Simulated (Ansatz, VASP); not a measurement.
## Te2Mo in VASP and in Ansatz

```
Te Mo
1.0
     3.56023    0.00000    0.00000
    -1.78012    3.08325    0.00000
     0.00000    0.00000   18.04978
Te Mo
2 1
Direct
  0.33333 0.66667 0.89786
  0.33333 0.66667 0.10214
  0.00000 0.00000 0.00000
```

Change from the starting cell: strain +0.0300 x Voigt [0, 0, 1, 0, 0, 0], atoms carried along.

Alike in both runs: task single point; functional r2SCAN; k mesh 12 × 12 × 2; occupations gaussian, width 0.05 eV; no spin polarisation.

|  | VASP | Ansatz |
| --- | --- | --- |
| version | VASP 6.6.1 | Ansatz 0.2.0 |
| potentials or method | VASP PAW PBE potentials, release 64 (Te, Mo_sv), cutoff 520 eV | scalar-relativistic, plane waves, PAW |
| valence electrons in the cell | 26 | 46 |

Ansatz gave:

| Quantity | Value |
| --- | --- |
| gap on the k mesh at the Fermi level (eV) | 1.18 |
| least direct gap on the mesh (eV) | 1.18 |
| rms of the force components (eV/Å) | 0.338 |

**Question.** What did VASP give for the same quantities?

**Answer.** gap on the k mesh at the Fermi level (eV): 1.18; least direct gap on the mesh (eV): 1.18; rms of the force components (eV/Å): 0.327.

VASP's potentials were made for PBE, not for r2SCAN. Atom by atom the forces differ by 0.011 eV/Å (rms over components). VASP's potentials hold 26 valence electrons a cell and Ansatz's 46, so a difference there can come from the potentials and not from the codes.

Neither program's run includes spin-orbit coupling.
